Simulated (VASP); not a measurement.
# Mg (Fd-3m) in VASP: notebook

The runs below take Mg through single point, with PBEsol.

All numbers are computed with VASP 6.6.1; they aren't measurements. Logs are shortened: lines on timing, memory, paths and dates and some standing lists are left out, and cuts for length are marked.

### Step 1. The cell of the first run

It takes space group Fd-3m (No. 227, cubic). The conventional cell has a = 6.683 Å, b = 6.683 Å, c = 6.683 Å, α = 90.00°, β = 90.00°, γ = 90.00°. Mg (site symmetry -43m) has 4 Mg at 2.89 Å within 3.8 Å.

### Step 2. Single point, PBEsol (volume scaled by 0.96)

INCAR

```
SYSTEM = Mg
PREC = Accurate ; ENCUT = 520
EDIFF = 1E-7 ; ISMEAR = -1
SIGMA = 0.1 ; LREAL = .FALSE.
LASPH = .TRUE. ; NELM = 100
ALGO = Normal ; ISIF = 2
LWAVE = .FALSE. ; LCHARG = .FALSE.
GGA = PS ; NBANDS = 9
```

KPOINTS

```
regular mesh
0
G
  9 9 9
  0 0 0
```

POSCAR

```
Mg
1.0
    0.0000000000      3.3415052217      3.3415052217
    3.3415052217      0.0000000000      3.3415052217
    3.3415052217      3.3415052217      0.0000000000
Mg
2
Direct
    0.1250000000      0.1250000000      0.1250000000
    0.8750000000      0.8750000000      0.8750000000
```

Potentials or basis: VASP PAW PBE potentials, release 64 (Mg).

The run is started by

```sh
> cat potpaw_PBE.64/Mg/POTCAR > POTCAR
> mpirun -np 1 vasp_std > vasp.out
```

OUTCAR:

```text
SYSTEM = Mg
   PREC = Accurate
   ENCUT = 520
   EDIFF = 1E-7
   ISMEAR = -1
   LREAL = .FALSE.
   LASPH = .TRUE.
   NELM = 100
   ISIF = 2
   GGA = PS

 ion  position               nearest neighbor table
   1  0.125  0.125  0.125-   2 2.89   2 2.89   2 2.89   2 2.89
   2  0.875  0.875  0.875-   1 2.89   1 2.89   1 2.89   1 2.89

  LATTYP: Found a face centered cubic cell.
 ALAT       =     6.6830104434

  Lattice vectors:

 A1 = (   0.0000000000,   3.3415052217,   3.3415052217)
 A2 = (   3.3415052217,   0.0000000000,   3.3415052217)
 A3 = (   3.3415052217,   3.3415052217,   0.0000000000)

Analysis of symmetry for initial positions (statically):
=====================================================================
 Subroutine PRICEL returns:
 Original cell was already a primitive cell.

 Routine SETGRP: Setting up the symmetry group for a
 face centered cubic supercell.

 Subroutine GETGRP returns: Found 48 space group operations
 (whereof 12 operations were pure point group operations)
 out of a pool of 48 trial point group operations.

The static configuration has the point symmetry D_3d.
 The point group associated with its full space group is O_h .

Analysis of symmetry for dynamics (positions and initial velocities):
=====================================================================
 Subroutine PRICEL returns:
 Original cell was already a primitive cell.

 Routine SETGRP: Setting up the symmetry group for a
 face centered cubic supercell.

 Subroutine GETGRP returns: Found 48 space group operations
 (whereof 12 operations were pure point group operations)
 out of a pool of 48 trial point group operations.

The dynamic configuration has the point symmetry D_3d.
 The point group associated with its full space group is O_h .

 Subroutine INISYM returns: Found 48 space group operations
 (whereof 12 operations are pure point group operations),
 and found     1 'primitive' translations

----------------------------------------------------------------------------------------

                                     Primitive cell

  volume of cell :      74.6202

  direct lattice vectors                    reciprocal lattice vectors
     0.000000000  3.341505222  3.341505222    -0.149633164  0.149633164  0.149633164
     3.341505222  0.000000000  3.341505222     0.149633164 -0.149633164  0.149633164
     3.341505222  3.341505222  0.000000000     0.149633164  0.149633164 -0.149633164

  length of vectors
[... 81 lines left out ...]
   NELM   =    100;   NELMIN=  2; NELMDL= -5     # of ELM steps
   EDIFF  = 0.1E-06   stopping-criterion for ELM
   LREAL  =      F    real-space projection
   EDIFFG = 0.1E-05   stopping-criterion for IOM
   NSW    =      0    number of steps for IOM
   IBRION =     -1    ionic relax: 0-MD 1-quasi-New 2-CG
   NFREE  =      0    steps in history (QN), initial steepest desc. (CG)
   ISIF   =      2    stress and relaxation
   ISYM   =      2    0-nonsym 1-usesym 2-fastsym
   POTIM  = 0.5000    time-step for ionic-motion
   TEBEG  =    0.0;   TEEND  =   0.0 temperature during run
   PSTRESS=    0.0 pullay stress
   NELECT =       4.0000    total number of electrons
   NUPDOWN=      -1.0000    fix difference up-down
   EMIN   =  10.00;   EMAX   =-10.00  energy-range for DOS
   EFERMI =   0.00;   METHOD = LEGACY
   ISMEAR =    -1;   SIGMA  =   0.10  broadening in eV -4-tet -1-fermi 0-gaus
   EFERMI_NEDOS =   21; number of points for ismear=-14 and -15
   IALGO  =     38    algorithm
   IMIX   =      4    mixing-type and parameters
     AMIX     =   0.40;   BMIX     =  1.00
     AMIX_MAG =   1.60;   BMIX_MAG =  1.00
  volume/ion in A,a.u.               =      37.31       251.78
  Fermi-wavevector in a.u.,A,eV,Ry     =   0.617271  1.166473  5.184143  0.381024
  Thomas-Fermi vector in A             =   1.675297
   LORBIT       =      0    0 simple, 1 ext, 2 COOP (PROOUT), +10 PAW based schemes
   GGA     = PS    functional components
   LHFCALC =     F    Hartree Fock is set to
   AEXX    =    0.0000 exact exchange contribution
   IVDW    =     0    specifies the selected vdW correction
   LEPSILON=     F    determine dielectric tensor
   LRPA    =     F    only Hartree local field effects (RPA)
 non-spin polarized calculation
  energy-cutoff  :      520.00
  volume of cell :       74.62
 maximum number of plane-waves:      2020
   NGX = 17   NGY = 17   NGZ = 17

 number of electron       4.0000000 magnetization

 Free energy of the ion-electron system (eV)
  ---------------------------------------------------
  ext. energy  EPLUGINS =         0.00000000
  ---------------------------------------------------
  free energy    TOTEN  =        -1.80197133 eV

  energy without entropy =       -1.76411803  energy(sigma->0) =       -1.78304468

 E-fermi :   0.2854     XC(G=0):  -6.9707

 val. band max:        0.2103117413   @ k =  -0.2222   0.2222   0.0000
 cond. band min:       0.3703267985   @ k =   0.3333   0.3333   0.0000
 fundamental gap:      0.1600150572
 Fermi energy:         0.2854496027

 k-point     1 :       0.0000    0.0000    0.0000
  band No.  band energies     occupation
      1      -4.8567      2.00000
      2       3.6905      0.00000
      3       3.6905      0.00000
      4       3.6905      0.00000
      5       4.7282      0.00000
      6       4.7282      0.00000
      7       4.7282      0.00000
      8       6.6525      0.00000
      9       7.3547      0.00000
[... 265 lines left out ...]
 k-point    24 :       0.4444    0.4444    0.0000
  band No.  band energies     occupation
      1      -2.3930      2.00000
      2      -1.0890      2.00000
      3       1.3547      0.00005
      4       1.3547      0.00005
      5       2.7459      0.00000
      6       2.8829      0.00000
      7       9.7507      0.00000
      8       9.7507      0.00000
      9      10.2468      0.00000

 [... further k-points ...]
[... 5 lines left out ...]
  --------------------------------------------------------------------------------------
  -------------------------------------------------------------------------------------
  Total        0.2657310      0.2657310      0.2657310     -0.0000000     -0.0000000      0.0000000
  in kB        5.7055344      5.7055344      5.7055344     -0.0000000     -0.0000000      0.0000000
  external PRESSURE =       5.7055344 kB  Pullay stress =       0.0000000 kB

 VOLUME and BASIS-vectors are now :
 -----------------------------------------------------------------------------
  energy-cutoff  :      520.00
  volume of cell :       74.62
      direct lattice vectors                 reciprocal lattice vectors
     0.000000000  3.341505222  3.341505222    -0.149633164  0.149633164  0.149633164
     3.341505222  0.000000000  3.341505222     0.149633164 -0.149633164  0.149633164
     3.341505222  3.341505222  0.000000000     0.149633164  0.149633164 -0.149633164

 POSITION                                       TOTAL-FORCE (eV/Angst)
 -----------------------------------------------------------------------------------
      0.83538      0.83538      0.83538        -0.000000     -0.000000     -0.000000
      5.84763      5.84763      5.84763         0.000000      0.000000      0.000000
 -----------------------------------------------------------------------------------
    total drift:                               -0.000000      0.000000      0.000000

  FREE ENERGIE OF THE ION-ELECTRON SYSTEM (eV)
  ---------------------------------------------------
  free  energy   TOTEN  =        -1.8019713268 eV

  energy  without entropy=       -1.7641180334  energy(sigma->0) =       -1.78304468
```

stdout:

```text
POSCAR found type information on POSCAR Mg
 POSCAR found :  1 types and       2 ions
 scaLAPACK will be used
 -----------------------------------------------------------------------------
|                                                                             |
|                                                                             |
|     You enforced a specific xc type in the INCAR file but a different       |
|     I HOPE YOU KNOW WHAT YOU ARE DOING!                                     |
|                                                                             |
 -----------------------------------------------------------------------------

 LDA part: xc-table for (Slater+PW92), standard interpolation
 POSCAR, INCAR and KPOINTS ok, starting setup
 FFT: planning ... GRIDC
 FFT: planning ... GRID_SOFT
 FFT: planning ... GRID
 WAVECAR not read
 entering main loop
```

Wall time 22 s (1 thread of Intel Xeon 6975P-C, shared host); peak memory 0.2 GiB.

Results:

| Item | Value |
| --- | --- |
| Free energy | -1.8020 eV |
| Pressure | 0.6 GPa |
| Band gap on the k mesh | zero (band 2 reaches 3.69 eV, above the bottom of band 3 at -0.26 eV) |

Levels at points of the mesh, in eV from the Fermi level:
```
           k point  band 1  band 2  band 3  band 4  band 5
(0.00, 0.00, 0.00)   -5.14    3.41    3.41    3.41    4.44
```

Caveat: the cell differs from its parent crystal (volume scaled by 0.96); the PAW data sets were made with another functional, which shifts forces and pressure a little.

### Step 3. Single point, PBEsol

This run uses another cell than the first one, of 38.86 Å³/atom, 1.042 times its volume.

INCAR

```
SYSTEM = Mg
  PREC = Accurate
  ENCUT = 520
  EDIFF = 1E-7
  ISMEAR = -1
  SIGMA = 0.1
  LREAL = .FALSE.
  LASPH = .TRUE.
  NELM = 100
  ALGO = Normal
  ISIF = 2
  LWAVE = .FALSE.
  LCHARG = .FALSE.
  GGA = PS
  NBANDS = 9
```

KPOINTS

```
Automatic mesh
0
G
  9 9 9
  0 0 0
```

POSCAR

```
Mg
1.0
    0.0000000000      3.3872849546      3.3872849546
    3.3872849546      0.0000000000      3.3872849546
    3.3872849546      3.3872849546      0.0000000000
Mg
2
Direct
    0.1250000000      0.1250000000      0.1250000000
    0.8750000000      0.8750000000      0.8750000000
```

Potentials or basis: VASP PAW PBE potentials, release 64 (Mg).

The run is started by

```sh
> cat potpaw_PBE.64/Mg/POTCAR > POTCAR
> mpirun -np 1 vasp_std > vasp.out
```

OUTCAR:

```text
SYSTEM = Mg
   PREC = Accurate
   ENCUT = 520
   EDIFF = 1E-7
   ISMEAR = -1
   LREAL = .FALSE.
   LASPH = .TRUE.
   NELM = 100
   ISIF = 2
   GGA = PS

 ion  position               nearest neighbor table
   1  0.125  0.125  0.125-   2 2.93   2 2.93   2 2.93   2 2.93
   2  0.875  0.875  0.875-   1 2.93   1 2.93   1 2.93   1 2.93

  LATTYP: Found a face centered cubic cell.
 ALAT       =     6.7745699092

  Lattice vectors:

 A1 = (   0.0000000000,   3.3872849546,   3.3872849546)
 A2 = (   3.3872849546,   0.0000000000,   3.3872849546)
 A3 = (   3.3872849546,   3.3872849546,   0.0000000000)

Analysis of symmetry for initial positions (statically):
=====================================================================
 Subroutine PRICEL returns:
 Original cell was already a primitive cell.

 Routine SETGRP: Setting up the symmetry group for a
 face centered cubic supercell.

 Subroutine GETGRP returns: Found 48 space group operations
 (whereof 12 operations were pure point group operations)
 out of a pool of 48 trial point group operations.

The static configuration has the point symmetry D_3d.
 The point group associated with its full space group is O_h .

Analysis of symmetry for dynamics (positions and initial velocities):
=====================================================================
 Subroutine PRICEL returns:
 Original cell was already a primitive cell.

 Routine SETGRP: Setting up the symmetry group for a
 face centered cubic supercell.

 Subroutine GETGRP returns: Found 48 space group operations
 (whereof 12 operations were pure point group operations)
 out of a pool of 48 trial point group operations.

The dynamic configuration has the point symmetry D_3d.
 The point group associated with its full space group is O_h .

 Subroutine INISYM returns: Found 48 space group operations
 (whereof 12 operations are pure point group operations),
 and found     1 'primitive' translations

[... 110 lines left out ...]
   EFERMI_NEDOS =   21; number of points for ismear=-14 and -15
   IALGO  =     38    algorithm
   IMIX   =      4    mixing-type and parameters
     AMIX     =   0.40;   BMIX     =  1.00
     AMIX_MAG =   1.60;   BMIX_MAG =  1.00
  volume/ion in A,a.u.               =      38.86       262.27
  Fermi-wavevector in a.u.,A,eV,Ry     =   0.608929  1.150708  5.044961  0.370794
  Thomas-Fermi vector in A             =   1.663938
   LORBIT       =      0    0 simple, 1 ext, 2 COOP (PROOUT), +10 PAW based schemes
   GGA     = PS    functional components
   LHFCALC =     F    Hartree Fock is set to
   AEXX    =    0.0000 exact exchange contribution
   IVDW    =     0    specifies the selected vdW correction
   LEPSILON=     F    determine dielectric tensor
   LRPA    =     F    only Hartree local field effects (RPA)
 non-spin polarized calculation
  energy-cutoff  :      520.00
  volume of cell :       77.73
 maximum number of plane-waves:      2122
   NGX = 17   NGY = 17   NGZ = 17

 number of electron       4.0000000 magnetization

 Free energy of the ion-electron system (eV)
  ---------------------------------------------------
  ext. energy  EPLUGINS =         0.00000000
  ---------------------------------------------------
  free energy    TOTEN  =        -1.80762890 eV

  energy without entropy =       -1.76854844  energy(sigma->0) =       -1.78808867

 E-fermi :   0.1557     XC(G=0):  -6.8569

 val. band max:        0.0490037131   @ k =  -0.2222   0.2222   0.0000
 cond. band min:       0.1840787030   @ k =   0.3333   0.3333   0.0000
 fundamental gap:      0.1350749899
 Fermi energy:         0.1557334888

 k-point     1 :       0.0000    0.0000    0.0000
  band No.  band energies     occupation
      1      -4.8706      2.00000
      2       3.4565      0.00000
      3       3.4565      0.00000
      4       3.4565      0.00000
      5       4.5002      0.00000
      6       4.5002      0.00000
      7       4.5002      0.00000
      8       6.2038      0.00000
      9       7.0266      0.00000
[... 265 lines left out ...]
 k-point    24 :       0.4444    0.4444    0.0000
  band No.  band energies     occupation
      1      -2.4856      2.00000
      2      -1.2255      2.00000
      3       1.1983      0.00006
      4       1.1983      0.00006
      5       2.5810      0.00000
      6       2.7254      0.00000
      7       9.3880      0.00000
      8       9.3880      0.00000
      9       9.9243      0.00000

 [... further k-points ...]
[... 5 lines left out ...]
  --------------------------------------------------------------------------------------
  -------------------------------------------------------------------------------------
  Total        0.0137820      0.0137820      0.0137820     -0.0000000     -0.0000000      0.0000000
  in kB        0.2840773      0.2840773      0.2840773     -0.0000000     -0.0000000      0.0000000
  external PRESSURE =       0.2840773 kB  Pullay stress =       0.0000000 kB

 VOLUME and BASIS-vectors are now :
 -----------------------------------------------------------------------------
  energy-cutoff  :      520.00
  volume of cell :       77.73
      direct lattice vectors                 reciprocal lattice vectors
     0.000000000  3.387284955  3.387284955    -0.147610847  0.147610847  0.147610847
     3.387284955  0.000000000  3.387284955     0.147610847 -0.147610847  0.147610847
     3.387284955  3.387284955  0.000000000     0.147610847  0.147610847 -0.147610847

 POSITION                                       TOTAL-FORCE (eV/Angst)
 -----------------------------------------------------------------------------------
      0.84682      0.84682      0.84682        -0.000000     -0.000000     -0.000000
      5.92775      5.92775      5.92775         0.000000      0.000000      0.000000
 -----------------------------------------------------------------------------------
    total drift:                               -0.000000      0.000000      0.000000

  FREE ENERGIE OF THE ION-ELECTRON SYSTEM (eV)
  ---------------------------------------------------
  free  energy   TOTEN  =        -1.8076289000 eV

  energy  without entropy=       -1.7685484383  energy(sigma->0) =       -1.78808867
```

stdout:

```text
POSCAR found type information on POSCAR Mg
 POSCAR found :  1 types and       2 ions
 scaLAPACK will be used
 -----------------------------------------------------------------------------
|                                                                             |
|                                                                             |
|     You enforced a specific xc type in the INCAR file but a different       |
|     I HOPE YOU KNOW WHAT YOU ARE DOING!                                     |
|                                                                             |
 -----------------------------------------------------------------------------

 LDA part: xc-table for (Slater+PW92), standard interpolation
 POSCAR, INCAR and KPOINTS ok, starting setup
 FFT: planning ... GRIDC
 FFT: planning ... GRID_SOFT
 FFT: planning ... GRID
 WAVECAR not read
 entering main loop
```

Wall time 21 s (1 thread of Intel Xeon 6975P-C, shared host); peak memory 0.2 GiB.

Results:

| Item | Value |
| --- | --- |
| Free energy | -1.8076 eV |
| Pressure | 0.0 GPa |
| Band gap on the k mesh | zero (band 2 reaches 3.46 eV, above the bottom of band 3 at -0.35 eV) |

Levels at points of the mesh, in eV from the Fermi level:
| k point | band 1 | band 2 | band 3 | band 4 | band 5 | band 6 |
| --- | --- | --- | --- | --- | --- | --- |
| (0.00, 0.00, 0.00) | -5.03 | 3.30 | 3.30 | 3.30 | 4.34 | 4.34 |

Caveat: the PAW data sets were made with another functional, which shifts forces and pressure a little.

### Step 4. Single point, PBEsol (volume scaled by 1.04)

INCAR

```
SYSTEM = Mg
PREC = Accurate
ENCUT = 520
EDIFF = 1E-6
ISMEAR = -1
SIGMA = 0.1
LREAL = .False.
LASPH = .True.
NELM = 60
ALGO = Normal
ISIF = 2
LWAVE = .False.
LCHARG = .False.
GGA = PS
NBANDS = 9
```

KPOINTS

```
regular mesh
0
Gamma
  9 9 9
  0 0 0
```

POSCAR

```
Mg
1.0
    0.0000000000      3.4318596051      3.4318596051
    3.4318596051      0.0000000000      3.4318596051
    3.4318596051      3.4318596051      0.0000000000
Mg
2
Direct
    0.1250000000      0.1250000000      0.1250000000
    0.8750000000      0.8750000000      0.8750000000
```

The run is started by

```sh
> cat potpaw_PBE.64/Mg/POTCAR > POTCAR
> mpirun -np 1 vasp_std > vasp.out
```

It took 20 s on 1 thread of Intel Xeon 6975P-C, shared host; peak memory 0.2 GiB.

It converged, with:

```
Free energy            : -1.8037 eV
Pressure               : -0.4 GPa
Band gap on the k mesh : zero (band 2 reaches 3.24 eV, above the bottom of band 3 at -0.43 eV)
```

Levels at points of the mesh, in eV from the Fermi level:
```
           k point  band 1  band 2  band 3  band 4  band 5  band 6
(0.00, 0.00, 0.00)   -4.92    3.20    3.20    3.20    4.25    4.25
```

Caveat: the cell differs from its parent crystal (volume scaled by 1.04); the PAW data sets were made with another functional, which shifts forces and pressure a little.

### Step 5. Overview

| cell | gap on the mesh (eV) | pressure (GPa) |
| --- | --- | --- |
| a = 4.726 Å, angles 60.0°, 2 atoms | none | 0.6 |
| a = 4.790 Å, angles 60.0°, 2 atoms | none | 0.0 |
| a = 4.853 Å, angles 60.0°, 2 atoms | none | -0.4 |

Alike in all rows: task single point; level PBEsol; potentials or basis VASP PAW PBE potentials, release 64 (Mg); no spin polarisation; k mesh 9 × 9 × 9; cutoff (eV) 520; smearing fermi-dirac 0.1 eV.

Caveats: the PAW data sets were made with another functional, which shifts forces and pressure a little.

Total energies depend on the potentials used, so only differences within one code and one set of settings carry meaning.
